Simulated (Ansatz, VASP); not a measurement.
**Two plane-wave programs on Te2Mo**

```xyz
12
Lattice="6.2008 0.0000 0.0000 0.0000 3.3982 0.0000 -0.9275 0.0000 13.5453" Properties=species:S:1:pos:R:3 pbc="T T T"
Te    5.2910    2.5486    8.1882
Te   -0.0177    0.8495    5.3572
Te    4.8097    0.8495   11.5325
Te    0.4637    2.5486    2.0128
Te    1.7192    2.5486   12.1299
Te    3.5541    0.8495    1.4155
Te    2.1468    0.8495    8.7828
Te    3.1265    2.5486    4.7625
Mo    4.1436    2.5486   13.4451
Mo    1.1297    0.8495    0.1002
Mo    3.7707    0.8495    6.6833
Mo    1.5026    2.5486    6.8621
```

Alike in both runs: task single point; functional PBE; k mesh 4 × 8 × 2; occupations fermi-dirac, width 0.05 eV; no spin polarisation.

|  | VASP | Ansatz |
| --- | --- | --- |
| version | VASP 6.6.1 | Ansatz 0.2.0 |
| potentials or method | VASP PAW PBE potentials, release 64 (Te, Mo_sv) | Ansatz PAW |
| plane-wave cutoff (eV) | 520 | 420 |
| valence electrons in the cell | 104 | 184 |

```csv
,VASP,Ansatz,Ansatz less VASP
gap on the k mesh at the Fermi level (eV),none,none,-
pressure (GPa),9.9,9.9,0.00
"traceless stress, the component that is largest in VASP (GPa)",0.56,0.53,-0.025
rms of the force components (eV/Å),0.449,0.444,-0.0051
```

Atom by atom the forces differ by 0.007 eV/Å (rms over components). A gap of «none» marks a metal or a gap that the smearing closes. VASP's potentials hold 104 valence electrons a cell and Ansatz's 184, so a difference there can come from the potentials and not from the codes.

Spin-orbit coupling is off throughout.
